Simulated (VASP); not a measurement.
# Bi2Se3 (C2/m) in VASP: further runs

Runs on Bi2Se3. Level: PBE. Tasks: single point.

Program: VASP 6.6.1. These are calculated values, not measurements. Logs are shortened: lines on timing, memory, paths and dates and some standing lists are left out, and cuts for length are marked.

## Step 1: The cell of the first run

It takes space group C2/m (No. 12, monoclinic). The conventional cell has a = 7.253 Å, b = 4.187 Å, c = 10.710 Å, α = 90.00°, β = 103.05°, γ = 90.00°. Within 3.8 Å of Bi (site symmetry m) lie 6 Se at 2.86 to 3.19 Å. Se (site symmetry 2/m) has 6 Bi at 2.95 to 3.19 Å within 3.9 Å. Se (site symmetry m) has 3 Bi at 2.86 to 2.92 Å within 3.8 Å.

## Step 2: Single point, PBE (atoms displaced along a vibrational mode)

INCAR

```
ALGO = Normal ; EDIFF = 1E-6
ENCUT = 520 ; GGA = PE
ISIF = 2 ; ISMEAR = 0
LASPH = True ; LCHARG = False
LREAL = False ; LWAVE = False
NBANDS = 32 ; NELM = 100
PREC = Accurate ; SIGMA = 0.05
```

KPOINTS

```
k-points
0
Gamma
  6 6 6
```

POSCAR

```
Bi2Se3
1.0
    2.0936564891      1.2087731376     10.4340296434
   -2.0936564891      1.2087731376     10.4340296434
    0.0000000000     -2.4175462751     10.4340296434
Bi Se
2 3
Direct
    0.3680180027      0.3680180027      0.4507465122
    0.6319819973      0.6319819973      0.5492534878
    0.0000000000      0.0000000000      0.0000000000
    0.2421106229      0.2421106229      0.1788701147
    0.7578893771      0.7578893771      0.8211298853
```

Potentials or basis: VASP PAW PBE potentials, release 64 (Bi_d, Se).

Run with:

```console
$ cat potpaw_PBE.64/Bi_d/POTCAR potpaw_PBE.64/Se/POTCAR > POTCAR
$ mpirun -np 1 vasp_std > vasp.out
```

OUTCAR:

```text
EDIFF = 1E-6
   ENCUT = 520
   GGA = PE
   ISIF = 2
   ISMEAR = 0
   LASPH = True
   LREAL = False
   NELM = 100
   PREC = Accurate

 ion  position               nearest neighbor table
   1  0.368  0.368  0.451-   5 2.86   5 2.86   5 2.92   3 2.95   3 3.19   3 3.19
   2  0.632  0.632  0.549-   4 2.86   4 2.86   4 2.92   3 2.95   3 3.19   3 3.19
   3  0.000  0.000  0.000-   2 2.95   1 2.95   2 3.19   2 3.19   1 3.19   1 3.19
   4  0.242  0.242  0.179-   2 2.86   2 2.86   2 2.92
   5  0.758  0.758  0.821-   1 2.86   1 2.86   1 2.92

  LATTYP: Found a trigonal (rhomboedric) cell.
 ALAT       =    10.7104390476
 COS(alpha) =     0.9235766092

  Lattice vectors:

 A1 = (   2.0936564891,   1.2087731376,  10.4340296434)
 A2 = (  -2.0936564891,   1.2087731376,  10.4340296434)
 A3 = (   0.0000000000,  -2.4175462751,  10.4340296434)

Analysis of symmetry for initial positions (statically):
=====================================================================
 Subroutine PRICEL returns:
 Original cell was already a primitive cell.

 Routine SETGRP: Setting up the symmetry group for a
 trigonal (rhombohedral) supercell.

 Subroutine GETGRP returns: Found  4 space group operations
 (whereof  4 operations were pure point group operations)
 out of a pool of 12 trial point group operations.

The static configuration has the point symmetry C_2h.

Analysis of symmetry for dynamics (positions and initial velocities):
=====================================================================
 Subroutine PRICEL returns:
 Original cell was already a primitive cell.

 Routine SETGRP: Setting up the symmetry group for a
 trigonal (rhombohedral) supercell.

 Subroutine GETGRP returns: Found  4 space group operations
 (whereof  4 operations were pure point group operations)
 out of a pool of 12 trial point group operations.

The dynamic configuration has the point symmetry C_2h.

 Subroutine INISYM returns: Found  4 space group operations
 (whereof  4 operations are pure point group operations),
 and found     1 'primitive' translations

----------------------------------------------------------------------------------------

                                     Primitive cell

  volume of cell :     158.4359

  direct lattice vectors                    reciprocal lattice vectors
     2.093656489  1.208773138 10.434029643     0.238816636  0.137880849  0.031946750
    -2.093656489  1.208773138 10.434029643    -0.238816636  0.137880849  0.031946750
     0.000000000 -2.417546275 10.434029643     0.000000000 -0.275761698  0.031946750

  length of vectors
    10.710439048 10.710439048 10.710439048     0.277606032  0.277606032  0.277606032

  position of ions in fractional coordinates (direct lattice)
     0.368018003  0.368018003  0.450746512
     0.631981997  0.631981997  0.549253488
     0.000000000  0.000000000  0.000000000
     0.242110623  0.242110623  0.178870115
     0.757889377  0.757889377  0.821129885

  ion indices of the primitive-cell ions
   primitive index   ion index
                 1           1
                 2           2
                 3           3
                 4           4
                 5           5

----------------------------------------------------------------------------------------

 KPOINTS: k-points

Automatic generation of k-mesh.
 Grid dimensions read from file:
 generate k-points for:    6    6    6

 Generating k-lattice:

  Cartesian coordinates                     Fractional coordinates (reciprocal lattice)
     0.039802773  0.022980142  0.005324458     0.166666667  0.000000000  0.000000000
    -0.039802773  0.022980142  0.005324458     0.000000000  0.166666667  0.000000000
     0.000000000 -0.045960283  0.005324458     0.000000000  0.000000000  0.166666667

  Length of vectors
     0.046267672  0.046267672  0.046267672

  Shift w.r.t. Gamma in fractional coordinates (k-lattice)
     0.000000000  0.000000000  0.000000000

 Subroutine IBZKPT returns following result:
 ===========================================

 Found     68 irreducible k-points:

 Following reciprocal coordinates:
            Coordinates               Weight
  0.000000  0.000000  0.000000      1.000000
  0.166667  0.000000  0.000000      4.000000
 -0.000000 -0.000000  0.166667      2.000000
  0.333333  0.000000 -0.000000      4.000000
 -0.000000 -0.000000  0.333333      2.000000
  0.500000  0.000000  0.000000      2.000000
[... 16 lines left out ...]
  0.500000  0.333333  0.000000      4.000000
  0.500000  0.000000 -0.333333      4.000000
 [... further k-points ...]
   k-points           NKPTS =     68   k-points in BZ     NKDIM =     68   number of bands    NBANDS=     32
   number of dos      NEDOS =    301   number of ions     NIONS =      5
   total plane-waves  NPLWV = 512000
   dimension x,y,z NGX =    80 NGY =   80 NGZ =   80
   dimension x,y,z NGXF=   160 NGYF=  160 NGZF=  160
   ions per type =               2   3
   NGX,Y,Z   is equivalent  to a cutoff of  12.42, 12.42, 12.42 a.u.
   NGXF,Y,Z  is equivalent  to a cutoff of  24.83, 24.83, 24.83 a.u.
 SYSTEM =  unknown system
   PREC   = accura    normal or accurate (medium, high low for compatibility)
   ISTART =      0    job   : 0-new  1-cont  2-samecut
   ICHARG =      2    charge: 1-file 2-atom 10-const
   ISPIN  =      1    spin polarized calculation?
   LNONCOLLINEAR =      F non collinear calculations
   LSORBIT =      F    spin-orbit coupling
   LASPH  =      T    aspherical Exc in radial PAW
   ENCUT  =  520.0 eV  38.22 Ry    6.18 a.u.  19.91 19.91 19.91*2*pi/ulx,y,z
   NELM   =    100;   NELMIN=  2; NELMDL= -5     # of ELM steps
   EDIFF  = 0.1E-05   stopping-criterion for ELM
   LREAL  =      F    real-space projection
   EDIFFG = 0.1E-04   stopping-criterion for IOM
   NSW    =      0    number of steps for IOM
   IBRION =     -1    ionic relax: 0-MD 1-quasi-New 2-CG
   NFREE  =      0    steps in history (QN), initial steepest desc. (CG)
   ISIF   =      2    stress and relaxation
   ISYM   =      2    0-nonsym 1-usesym 2-fastsym
   POTIM  = 0.5000    time-step for ionic-motion
   TEBEG  =    0.0;   TEEND  =   0.0 temperature during run
   PSTRESS=    0.0 pullay stress
   NELECT =      48.0000    total number of electrons
   NUPDOWN=      -1.0000    fix difference up-down
   EMIN   =  10.00;   EMAX   =-10.00  energy-range for DOS
   EFERMI =   0.00;   METHOD = LEGACY
   ISMEAR =     0;   SIGMA  =   0.05  broadening in eV -4-tet -1-fermi 0-gaus
   EFERMI_NEDOS =   21; number of points for ismear=-14 and -15
   IALGO  =     38    algorithm
   IMIX   =      4    mixing-type and parameters
     AMIX     =   0.40;   BMIX     =  1.00
     AMIX_MAG =   1.60;   BMIX_MAG =  1.00
  volume/ion in A,a.u.               =      31.69       213.84
  Fermi-wavevector in a.u.,A,eV,Ry     =   1.099522  2.077796 16.448755  1.208949
  Thomas-Fermi vector in A             =   2.235918
   LORBIT       =      0    0 simple, 1 ext, 2 COOP (PROOUT), +10 PAW based schemes
   GGA     = PE    functional components
   LHFCALC =     F    Hartree Fock is set to
   AEXX    =    0.0000 exact exchange contribution
   IVDW    =     0    specifies the selected vdW correction
   LEPSILON=     F    determine dielectric tensor
   LRPA    =     F    only Hartree local field effects (RPA)
 non-spin polarized calculation
 Gauss-broadening in eV      SIGMA  =   0.05
  energy-cutoff  :      520.00
  volume of cell :      158.44
 maximum number of plane-waves:      4296
   NGX = 39   NGY = 39   NGZ = 39

 number of electron      47.9999997 magnetization

 Free energy of the ion-electron system (eV)
  ---------------------------------------------------
  ext. energy  EPLUGINS =         0.00000000
  ---------------------------------------------------
  free energy    TOTEN  =       -20.17802121 eV

  energy without entropy =      -20.17802121  energy(sigma->0) =      -20.17802121

 E-fermi :   3.6399     XC(G=0):  -8.8792

 val. band max:        3.4297739818   @ k =   0.5000   0.5000   0.3333
 cond. band min:       4.0848039028   @ k =   0.0000   0.0000   0.0000
 fundamental gap:      0.6550299209
 Fermi energy:         3.6399401018

 k-point     1 :       0.0000    0.0000    0.0000
  band No.  band energies     occupation
      1     -19.2905      2.00000
      2     -19.2889      2.00000
      3     -19.2885      2.00000
      4     -19.2873      2.00000
      5     -19.2848      2.00000
      6     -19.2820      2.00000
[... 24 lines left out ...]
     31       9.7218      0.00000
     32      10.1595      0.00000

 k-point     2 :       0.1667    0.0000    0.0000
  band No.  band energies     occupation
      1     -19.2921      2.00000
      2     -19.2904      2.00000
      3     -19.2847      2.00000
      4     -19.2832      2.00000
      5     -19.2814      2.00000
      6     -19.2789      2.00000
[... 24 lines left out ...]
     31       9.2537      0.00000
     32      10.0569      0.00000

 k-point     3 :      -0.0000   -0.0000    0.1667
  band No.  band energies     occupation
      1     -19.2942      2.00000
      2     -19.2918      2.00000
      3     -19.2828      2.00000
      4     -19.2818      2.00000
      5     -19.2809      2.00000
      6     -19.2786      2.00000
[... 24 lines left out ...]
     31       9.1783      0.00000
     32      10.0584      0.00000

 k-point     4 :       0.3333    0.0000   -0.0000
  band No.  band energies     occupation
      1     -19.3001      2.00000
      2     -19.2972      2.00000
      3     -19.2844      2.00000
      4     -19.2802      2.00000
      5     -19.2792      2.00000
      6     -19.2761      2.00000
[... 24 lines left out ...]
     31       8.3369      0.00000
     32      10.4273      0.00000

 k-point     5 :      -0.0000   -0.0000    0.3333
  band No.  band energies     occupation
      1     -19.3031      2.00000
      2     -19.2988      2.00000
      3     -19.2832      2.00000
      4     -19.2798      2.00000
      5     -19.2779      2.00000
      6     -19.2745      2.00000
[... 584 lines left out ...]
     31       8.2809      0.00000
     32      10.2597      0.00000

 k-point    22 :      -0.3333   -0.0000   -0.3333
  band No.  band energies     occupation
      1     -19.3001      2.00000
      2     -19.2972      2.00000
      3     -19.2844      2.00000
      4     -19.2802      2.00000
      5     -19.2792      2.00000
      6     -19.2761      2.00000
[... 24 lines left out ...]
     31       8.3409      0.00000
     32      10.2801      0.00000

 k-point    23 :       0.5000    0.3333    0.0000
  band No.  band energies     occupation
      1     -19.3020      2.00000
      2     -19.2977      2.00000
      3     -19.2826      2.00000
      4     -19.2811      2.00000
      5     -19.2790      2.00000
      6     -19.2768      2.00000
[... 24 lines left out ...]
     31       8.6440      0.00000
     32      10.5533      0.00000

 k-point    24 :       0.5000    0.0000   -0.3333
  band No.  band energies     occupation
      1     -19.2985      2.00000
      2     -19.2959      2.00000
      3     -19.2836      2.00000
      4     -19.2824      2.00000
      5     -19.2792      2.00000
      6     -19.2787      2.00000
[... 24 lines left out ...]
     31       8.7005      0.00000
     32      10.5346      0.00000

 [... further k-points ...]

------------------------ aborting loop because EDIFF is reached ----------------------------------------

  FORCE on cell =-STRESS in cart. coord.  units (eV):
  Direction    XX          YY          ZZ          XY          YZ          ZX
  --------------------------------------------------------------------------------------
  -------------------------------------------------------------------------------------
  Total       -0.5498543      0.9471687      0.3944695      0.0000000      1.4491867      0.0000000
  in kB       -5.5603829      9.5782108      3.9890595      0.0000000     14.6548503      0.0000000
  external PRESSURE =       2.6689625 kB  Pullay stress =       0.0000000 kB

 VOLUME and BASIS-vectors are now :
 -----------------------------------------------------------------------------
  energy-cutoff  :      520.00
  volume of cell :      158.44
      direct lattice vectors                 reciprocal lattice vectors
     2.093656489  1.208773138 10.434029643     0.238816636  0.137880849  0.031946750
    -2.093656489  1.208773138 10.434029643    -0.238816636  0.137880849  0.031946750
     0.000000000 -2.417546275 10.434029643     0.000000000 -0.275761698  0.031946750

 POSITION                                       TOTAL-FORCE (eV/Angst)
 -----------------------------------------------------------------------------------
      0.00000     -0.20000     12.38292         0.000000      0.248888      0.069108
      0.00000      0.20000     18.91916         0.000000     -0.248888     -0.069108
      0.00000      0.00000      0.00000         0.000000     -0.000000     -0.000000
      0.00000      0.15289      6.91871         0.000000     -0.070784     -0.020219
      0.00000     -0.15289     24.38337         0.000000      0.070784      0.020219
 -----------------------------------------------------------------------------------
    total drift:                                0.000000     -0.000000      0.000000

  FREE ENERGIE OF THE ION-ELECTRON SYSTEM (eV)
  ---------------------------------------------------
  free  energy   TOTEN  =       -20.1780212052 eV

  energy  without entropy=      -20.1780212052  energy(sigma->0) =      -20.17802121
```

Wall time 39 min (1 thread of Oxide Virtual Turin-like, shared host); peak memory 1 GiB.

What came out:

| Property | Result |
| --- | --- |
| Free energy | -20.1780 eV |
| Pressure | 0.3 GPa |
| Largest force | 0.258 eV/Å |
| Band gap on the k mesh | 0.66 eV (least direct gap 0.71 eV) |

Forces on the atoms (eV/Å):
```
Bi   0.000  0.249  0.069
Bi   0.000 -0.249 -0.069
Se   0.000  0.000  0.000
Se   0.000 -0.071 -0.020
Se   0.000  0.071  0.020
```

Stress tensor (GPa, compression positive):
```
-0.56  0.00  0.00
 0.00  0.96  1.47
 0.00  1.47  0.40
```

Caveat: the cell differs from its parent crystal (atoms displaced along a vibrational mode); spin-orbit coupling is left out, which moves the levels of the heavy elements. A k mesh can miss the band edges.

## Step 3: Single point, PBE (atoms displaced along a vibrational mode)

INCAR

```
SYSTEM = Bi2Se3
  PREC = Accurate
  ENCUT = 520
  EDIFF = 1E-6
  ISMEAR = 0
  SIGMA = 0.05
  LREAL = .False.
  LASPH = .True.
  NELM = 100
  ALGO = Normal
  ISIF = 2
  LWAVE = .False.
  LCHARG = .True.
  GGA = PE
  LELF = .True.
  LVHAR = .True.
  NBANDS = 32
```

KPOINTS

```
Automatic mesh
0
Gamma
  6 6 6
  0 0 0
```

POSCAR

```
Bi2Se3
1.0
    2.0936564891      1.2087731376     10.4340296434
   -2.0936564891      1.2087731376     10.4340296434
    0.0000000000     -2.4175462751     10.4340296434
Bi Se
2 3
Direct
    0.4093822574      0.4093822574      0.3680180027
    0.5906177426      0.5906177426      0.6319819973
    0.0000000000      0.0000000000      0.0000000000
    0.2104903688      0.2104903688      0.2421106229
    0.7895096312      0.7895096312      0.7578893771
```

Potentials or basis: VASP PAW PBE potentials, release 64 (Bi_d, Se).

Run with:

```console
$ cat potpaw_PBE.64/Bi_d/POTCAR potpaw_PBE.64/Se/POTCAR > POTCAR
$ mpirun -np 1 vasp_std > vasp.out
```

Run time: 23 min. Hardware: 1 thread of Oxide Virtual Turin-like, shared host; peak memory 1 GiB.

Results (log left out):

```yaml
Free_energy: -20.2233 eV
Pressure: 0.1 GPa
Largest_force: 0.103 eV/Å
Band_gap_on_the_k_mesh: 0.68 eV (least direct gap 0.71 eV)
```

Forces in eV/Å, atoms in the order of the input:
```
Bi   0.000 -0.102  0.007
Bi   0.000  0.102 -0.007
Se   0.000  0.000  0.000
Se   0.000  0.026 -0.013
Se   0.000 -0.026  0.013
```

Stress tensor (GPa, compression positive):
```
 0.34  0.00  0.00
 0.00 -0.24 -0.57
 0.00 -0.57  0.10
```

Levels at points of the mesh, in eV from the valence-band top:
| k point | band 22 | band 23 | band 24 | band 25 | band 26 | band 27 |
| --- | --- | --- | --- | --- | --- | --- |
| (0.00, 0.00, 0.00) | -0.73 | -0.72 | -0.03 | 0.68 | 1.92 | 2.01 |
| (0.50, 0.00, 0.00) | -1.22 | -0.84 | -0.43 | 1.39 | 2.59 | 3.13 |
| (0.00, 0.00, 0.50) | -1.32 | -0.85 | -0.46 | 1.44 | 2.56 | 3.12 |
| (0.50, 0.50, 0.00) | -1.06 | -0.96 | -0.82 | 1.67 | 2.49 | 2.77 |
| (0.50, 0.00, 0.50) | -1.10 | -0.92 | -0.74 | 1.71 | 2.51 | 2.81 |
| (0.50, 0.50, 0.50) | -0.77 | -0.75 | -0.29 | 0.82 | 1.99 | 2.09 |

Caveat: the cell differs from its parent crystal (atoms displaced along a vibrational mode); spin-orbit coupling is left out, which moves the levels of the heavy elements. A k mesh can miss the band edges.

## Step 4: Single point, PBE (atoms displaced along a vibrational mode)

INCAR

```
SYSTEM = Bi2Se3
PREC = Accurate ; ENCUT = 520
EDIFF = 1E-6 ; ISMEAR = 0
SIGMA = 0.05 ; LREAL = .FALSE.
LASPH = .TRUE. ; NELM = 100
ALGO = Normal ; ISIF = 2
LWAVE = .FALSE. ; LCHARG = .TRUE.
GGA = PE ; LELF = .TRUE.
LVHAR = .TRUE. ; NBANDS = 32
```

KPOINTS

```
regular mesh
0
G
  6 6 6
  0 0 0
```

POSCAR

```
Bi2Se3
1.0
    2.0936564891      1.2087731376     10.4340296434
   -2.0936564891      1.2087731376     10.4340296434
    0.0000000000     -2.4175462751     10.4340296434
Bi Se
2 3
Direct
    0.3473358753      0.3473358753      0.4921107669
    0.6526641247      0.6526641247      0.5078892331
    0.0000000000      0.0000000000      0.0000000000
    0.2579207500      0.2579207500      0.1472498606
    0.7420792500      0.7420792500      0.8527501394
```

Run with:

```console
$ cat potpaw_PBE.64/Bi_d/POTCAR potpaw_PBE.64/Se/POTCAR > POTCAR
$ mpirun -np 1 vasp_std > vasp.out
```

Wall time 21 min (1 thread of Oxide Virtual Turin-like, shared host); peak memory 1 GiB.

Results (log left out):

```yaml
Free_energy: -20.0456 eV
Pressure: 0.8 GPa
Largest_force: 0.556 eV/Å
Band_gap_on_the_k_mesh: 0.60 eV (least direct gap 0.73 eV)
```

Forces on the atoms (eV/Å):
```
Bi   0.000  0.493  0.255
Bi   0.000 -0.493 -0.255
Se   0.000  0.000  0.000
Se   0.000 -0.127 -0.040
Se   0.000  0.127  0.040
```

Stress tensor (GPa, compression positive):
```
-0.85  0.00  0.00
 0.00  2.10  2.83
 0.00  2.83  1.28
```

Levels at points of the mesh, in eV from the valence-band top:
| k point | band 22 | band 23 | band 24 | band 25 | band 26 | band 27 |
| --- | --- | --- | --- | --- | --- | --- |
| (0.00, 0.00, 0.00) | -0.80 | -0.74 | -0.13 | 0.60 | 1.75 | 1.98 |
| (0.50, 0.00, 0.00) | -1.47 | -1.11 | -0.49 | 1.40 | 2.35 | 2.99 |
| (0.00, 0.00, 0.50) | -1.12 | -0.90 | -0.53 | 1.13 | 2.56 | 3.08 |
| (0.50, 0.50, 0.00) | -1.29 | -1.00 | -0.67 | 1.54 | 2.54 | 2.80 |
| (0.50, 0.00, 0.50) | -1.29 | -1.06 | -0.85 | 1.56 | 2.40 | 2.54 |
| (0.50, 0.50, 0.50) | -0.78 | -0.74 | -0.39 | 0.74 | 1.79 | 2.08 |

Caveat: the cell differs from its parent crystal (atoms displaced along a vibrational mode); spin-orbit coupling is left out, which moves the levels of the heavy elements. A k mesh can miss the band edges.

## Step 5: The runs side by side

```csv
cell,gap on the mesh (eV),pressure (GPa),largest force (eV/Å)
"as given, atomic positions A",0.66,0.3,0.26
"as given, atomic positions B",0.68,0.1,0.10
"as given, atomic positions C",0.60,0.8,0.56
```

Alike in all rows: task single point; level PBE; potentials or basis VASP PAW PBE potentials, release 64 (Bi_d, Se); no spin polarisation; k mesh 6 × 6 × 6; cutoff (eV) 520; smearing gaussian 0.05 eV.

Caveats: spin-orbit coupling is left out, which moves the levels of the heavy elements.

Total energies depend on the potentials used, so only differences within one code and one set of settings carry meaning.
